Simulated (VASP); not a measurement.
# TaN (P-6m2) in VASP: notebook

Runs on TaN. Level: PBE. Tasks: electric field gradients.

Everything below comes from runs of VASP 6.6.1. Logs are shortened: lines on timing, memory, paths and dates and some standing lists are left out, and cuts for length are marked.

## (1) The cell of the first run

Symmetry: P-6m2, No. 187, hexagonal system. Conventional cell: a = 2.879 Å, b = 2.879 Å, c = 2.883 Å, α = 90.00°, β = 90.00°, γ = 120.00°. Ta (site symmetry -6m2) has 6 N at 2.20 Å and 8 Ta at 2.88 Å within 2.9 Å. Within 2.9 Å of N (site symmetry -6m2) lie 6 Ta at 2.20 Å and 8 N at 2.88 Å.

## (2) Electric field gradients, PBE (equal xx and yy strain of -2 %)

INCAR

```
PREC     = Accurate       # precision mode
ENCUT    = 520            # plane-wave cutoff, eV
EDIFF    = 1E-8           # SCF threshold, eV
ISMEAR   = -1             # smearing method
SIGMA    = 0.02           # smearing width, eV
LREAL    = F              # projectors in reciprocal space
LASPH    = T              # aspherical terms in the spheres
NELM     = 100            # most SCF steps
ALGO     = Normal         # electronic algorithm
ISIF     = 2              # what is computed and relaxed
LWAVE    = F              # write WAVECAR
LCHARG   = F              # write CHGCAR
GGA      = PE             # functional
LEFG     = T            
NBANDS   = 15             # bands
```

KPOINTS

```
regular mesh
0
Gamma
  12 12 10
```

POSCAR

```
TaN
1.0
    2.8792388812      0.0000000000      0.0000000000
   -1.4396194406      2.4934940148      0.0000000000
    0.0000000000      0.0000000000      2.8830000000
Ta N
1 1
Direct
    0.3333333333      0.6666666667      0.5000000000
    0.0000000000      0.0000000000      0.0000000000
```

Potentials or basis: VASP PAW PBE potentials, release 64 (Ta_pv, N).

Run with:

```
$ cat potpaw_PBE.64/Ta_pv/POTCAR potpaw_PBE.64/N/POTCAR > POTCAR
$ mpirun -np 1 vasp_std > vasp.out
```

OUTCAR:

```text
PREC = Accurate
   ENCUT = 520
   EDIFF = 1E-8
   ISMEAR = -1
   LREAL = F
   LASPH = T
   NELM = 100
   ISIF = 2
   GGA = PE

 ion  position               nearest neighbor table
   1  0.333  0.667  0.500-   2 2.20   2 2.20   2 2.20   2 2.20   2 2.20   2 2.20
   2  0.000  0.000  0.000-   1 2.20   1 2.20   1 2.20   1 2.20   1 2.20   1 2.20

  LATTYP: Found a hexagonal cell.
 ALAT       =     2.8792388812
 C/A-ratio  =     1.0013062893

  Lattice vectors:

 A1 = (   2.8792388812,   0.0000000000,   0.0000000000)
 A2 = (  -1.4396194406,   2.4934940148,   0.0000000000)
 A3 = (   0.0000000000,   0.0000000000,   2.8830000000)

Analysis of symmetry for initial positions (statically):
=====================================================================
 Subroutine PRICEL returns:
 Original cell was already a primitive cell.

 Routine SETGRP: Setting up the symmetry group for a
 hexagonal supercell.

 Subroutine GETGRP returns: Found 12 space group operations
 (whereof 12 operations were pure point group operations)
 out of a pool of 24 trial point group operations.

The static configuration has the point symmetry D_3h.

Analysis of symmetry for dynamics (positions and initial velocities):
=====================================================================
 Subroutine PRICEL returns:
 Original cell was already a primitive cell.

 Routine SETGRP: Setting up the symmetry group for a
 hexagonal supercell.

 Subroutine GETGRP returns: Found 12 space group operations
 (whereof 12 operations were pure point group operations)
 out of a pool of 24 trial point group operations.

The dynamic configuration has the point symmetry D_3h.

 Subroutine INISYM returns: Found 12 space group operations
 (whereof 12 operations are pure point group operations),
 and found     1 'primitive' translations

----------------------------------------------------------------------------------------

                                     Primitive cell

  volume of cell :      20.6981

  direct lattice vectors                    reciprocal lattice vectors
     2.879238881  0.000000000  0.000000000     0.347314009  0.200521837  0.000000000
    -1.439619441  2.493494015  0.000000000     0.000000000  0.401043674  0.000000000
     0.000000000  0.000000000  2.883000000     0.000000000  0.000000000  0.346860909

  length of vectors
     2.879238881  2.879238881  2.883000000     0.401043674  0.401043674  0.346860909

  position of ions in fractional coordinates (direct lattice)
     0.333333333  0.666666667  0.500000000
     0.000000000  0.000000000  0.000000000

  ion indices of the primitive-cell ions
   primitive index   ion index
                 1           1
                 2           2

----------------------------------------------------------------------------------------

 KPOINTS: regular mesh

Automatic generation of k-mesh.
 Grid dimensions read from file:
 generate k-points for:   12   12   10

 Generating k-lattice:

  Cartesian coordinates                     Fractional coordinates (reciprocal lattice)
     0.028942834  0.016710153  0.000000000     0.083333333  0.000000000  0.000000000
     0.000000000  0.033420306  0.000000000     0.000000000  0.083333333  0.000000000
     0.000000000  0.000000000  0.034686091     0.000000000  0.000000000  0.100000000

  Length of vectors
     0.033420306  0.033420306  0.034686091

  Shift w.r.t. Gamma in fractional coordinates (k-lattice)
     0.000000000  0.000000000  0.000000000

 Subroutine IBZKPT returns following result:
 ===========================================

 Found    114 irreducible k-points:

 Following reciprocal coordinates:
            Coordinates               Weight
  0.000000  0.000000  0.000000      1.000000
  0.083333  0.000000  0.000000      6.000000
  0.166667  0.000000  0.000000      6.000000
  0.250000  0.000000  0.000000      6.000000
  0.333333  0.000000  0.000000      6.000000
  0.416667  0.000000  0.000000      6.000000
[... 16 lines left out ...]
  0.250000  0.000000  0.100000     12.000000
  0.333333  0.000000  0.100000     12.000000
 [... further k-points ...]
   k-points           NKPTS =    114   k-points in BZ     NKDIM =    114   number of bands    NBANDS=     15
   number of dos      NEDOS =    301   number of ions     NIONS =      2
   total plane-waves  NPLWV =  13824
   dimension x,y,z NGX =    24 NGY =   24 NGZ =   24
   dimension x,y,z NGXF=    48 NGYF=   48 NGZF=   48
   ions per type =               1   1
   NGX,Y,Z   is equivalent  to a cutoff of  13.86, 13.86, 13.84 a.u.
   NGXF,Y,Z  is equivalent  to a cutoff of  27.71, 27.71, 27.68 a.u.
 SYSTEM =  unknown system
   PREC   = accura    normal or accurate (medium, high low for compatibility)
   ISTART =      0    job   : 0-new  1-cont  2-samecut
   ICHARG =      2    charge: 1-file 2-atom 10-const
   ISPIN  =      1    spin polarized calculation?
   LNONCOLLINEAR =      F non collinear calculations
   LSORBIT =      F    spin-orbit coupling
   LASPH  =      T    aspherical Exc in radial PAW
   ENCUT  =  520.0 eV  38.22 Ry    6.18 a.u.   5.35  5.35  5.36*2*pi/ulx,y,z
   NELM   =    100;   NELMIN=  2; NELMDL= -5     # of ELM steps
   EDIFF  = 0.1E-07   stopping-criterion for ELM
   LREAL  =      F    real-space projection
   EDIFFG = 0.1E-06   stopping-criterion for IOM
   NSW    =      0    number of steps for IOM
   IBRION =     -1    ionic relax: 0-MD 1-quasi-New 2-CG
   NFREE  =      0    steps in history (QN), initial steepest desc. (CG)
   ISIF   =      2    stress and relaxation
   ISYM   =      2    0-nonsym 1-usesym 2-fastsym
   POTIM  = 0.5000    time-step for ionic-motion
   TEBEG  =    0.0;   TEEND  =   0.0 temperature during run
   PSTRESS=    0.0 pullay stress
   NELECT =      16.0000    total number of electrons
   NUPDOWN=      -1.0000    fix difference up-down
   EMIN   =  10.00;   EMAX   =-10.00  energy-range for DOS
   EFERMI =   0.00;   METHOD = LEGACY
   ISMEAR =    -1;   SIGMA  =   0.02  broadening in eV -4-tet -1-fermi 0-gaus
   EFERMI_NEDOS =   21; number of points for ismear=-14 and -15
   IALGO  =     38    algorithm
   IMIX   =      4    mixing-type and parameters
     AMIX     =   0.40;   BMIX     =  1.00
     AMIX_MAG =   1.60;   BMIX_MAG =  1.00
  volume/ion in A,a.u.               =      10.35        69.84
  Fermi-wavevector in a.u.,A,eV,Ry     =   1.502466  2.839249 30.713840  2.257404
  Thomas-Fermi vector in A             =   2.613703
   LORBIT       =      0    0 simple, 1 ext, 2 COOP (PROOUT), +10 PAW based schemes
   GGA     = PE    functional components
   LHFCALC =     F    Hartree Fock is set to
   AEXX    =    0.0000 exact exchange contribution
   IVDW    =     0    specifies the selected vdW correction
   LEPSILON=     F    determine dielectric tensor
   LRPA    =     F    only Hartree local field effects (RPA)
 non-spin polarized calculation
  energy-cutoff  :      520.00
  volume of cell :       20.70
 maximum number of plane-waves:       581
 NGX is ok and might be reduce to    24
   NGX = 11   NGY = 11   NGZ = 11

 number of electron      15.9999997 magnetization

 Free energy of the ion-electron system (eV)
  ---------------------------------------------------
  ext. energy  EPLUGINS =         0.00000000
  ---------------------------------------------------
  free energy    TOTEN  =       -22.36330373 eV

  energy without entropy =      -22.36321281  energy(sigma->0) =      -22.36325827

 E-fermi :   8.7868     XC(G=0): -13.5725

 val. band max:        8.6729452212   @ k =   0.0000   0.0000   0.4000
 cond. band min:       8.8217911995   @ k =   0.0833   0.0000   0.5000
 fundamental gap:      0.1488459783
 Fermi energy:         8.7867906710

 k-point     1 :       0.0000    0.0000    0.0000
  band No.  band energies     occupation
      1     -26.1103      2.00000
      2     -25.7412      2.00000
      3     -25.7412      2.00000
      4      -9.3892      2.00000
      5       4.0996      2.00000
      6       4.0996      2.00000
      7       4.2222      2.00000
      8       5.5822      2.00000
      9      11.3766      0.00000
     10      12.3336      0.00000
     11      12.3336      0.00000
     12      12.8819      0.00000
     13      12.8819      0.00000
     14      22.0129      0.00000
[... 401 lines left out ...]
      2     -26.0619      2.00000
      3     -25.9438      2.00000
      4      -7.5084      2.00000
      5       0.9390      2.00000
      6       3.3724      2.00000
      7       5.0370      2.00000
      8       5.8423      2.00000
      9      11.4500      0.00000
     10      11.8268      0.00000
     11      13.4528      0.00000
     12      13.9485      0.00000
     13      16.2012      0.00000
     14      22.1392      0.00000
     15      22.3838      0.00000

 [... further k-points ...]

------------------------ aborting loop because EDIFF is reached ----------------------------------------

  FORCE on cell =-STRESS in cart. coord.  units (eV):
  Direction    XX          YY          ZZ          XY          YZ          ZX
  --------------------------------------------------------------------------------------
  -------------------------------------------------------------------------------------
  Total        3.1612686      3.1612686      1.7486417      0.0000000      0.0000000      0.0000000
  in kB      244.7041348    244.7041349    135.3570060      0.0000000      0.0000000      0.0000000
  external PRESSURE =     208.2550919 kB  Pullay stress =       0.0000000 kB

 VOLUME and BASIS-vectors are now :
 -----------------------------------------------------------------------------
  energy-cutoff  :      520.00
  volume of cell :       20.70
      direct lattice vectors                 reciprocal lattice vectors
     2.879238881  0.000000000  0.000000000     0.347314009  0.200521837  0.000000000
    -1.439619441  2.493494015  0.000000000     0.000000000  0.401043674  0.000000000
     0.000000000  0.000000000  2.883000000     0.000000000  0.000000000  0.346860909

 POSITION                                       TOTAL-FORCE (eV/Angst)
 -----------------------------------------------------------------------------------
     -0.00000      1.66233      1.44150         0.000000      0.000000      0.000000
      0.00000      0.00000      0.00000        -0.000000      0.000000      0.000000
 -----------------------------------------------------------------------------------
    total drift:                                0.000000     -0.000000     -0.000000

  FREE ENERGIE OF THE ION-ELECTRON SYSTEM (eV)
  ---------------------------------------------------
  free  energy   TOTEN  =       -22.3633037262 eV

  energy  without entropy=      -22.3632128079  energy(sigma->0) =      -22.36325827

 Electric field gradients (V/A^2)
---------------------------------------------------------------------
 ion       V_xx      V_yy      V_zz      V_xy      V_xz      V_yz
---------------------------------------------------------------------
   1     -13.184   -13.184    26.369     0.000     0.000    -0.000
   2      -1.739    -1.738     3.478     0.001    -0.000     0.000
---------------------------------------------------------------------

 Electric field gradients after diagonalization (V/A^2)
 (convention: |V_zz| > |V_xx| > |V_yy|)
----------------------------------------------------------------------
 ion       V_xx      V_yy      V_zz     asymmetry (V_yy - V_xx)/ V_zz
----------------------------------------------------------------------
   1     -13.185   -13.184    26.369       0.000
   2      -1.739    -1.738     3.478       0.000
----------------------------------------------------------------------

           NMR quadrupolar parameters

 Cq : quadrupolar parameter    Cq=e*Q*V_zz/h
 eta: asymmetry parameters     (V_yy - V_xx)/ V_zz
 Q  : nuclear electric quadrupole moment in mb (millibarn)
----------------------------------------------------------------------
 ion       Cq(MHz)       eta       Q (mb)
----------------------------------------------------------------------
   1       0.064       0.000       1.000
   2       0.008       0.000       1.000
----------------------------------------------------------------------
```

Run time: 16 s. Hardware: 1 thread of Intel Xeon Platinum 8559C (Emerald Rapids), shared host; peak memory 0.16 GiB.

Results:

```yaml
Free_energy: -22.3633 eV
Pressure: 20.8 GPa
Band_gap_on_the_k_mesh: zero (band 8 reaches 8.95 eV, above the bottom of band 9 at 8.56 eV)
```

Electric field gradients, principal values (V/Å²):
```
atom    least   middle  greatest (by size)
1 Ta  -13.184  -13.185              26.369
 2 N   -1.738   -1.739               3.478
```

Caveat: the cell differs from its parent crystal (equal xx and yy strain of -2 %); without QUAD_EFG the Cq values of the log hold for a quadrupole moment of 1 mb, not for the nuclei; spin-orbit coupling is left out, which moves the levels of the heavy elements.

(Continued in part 2 of 3.)
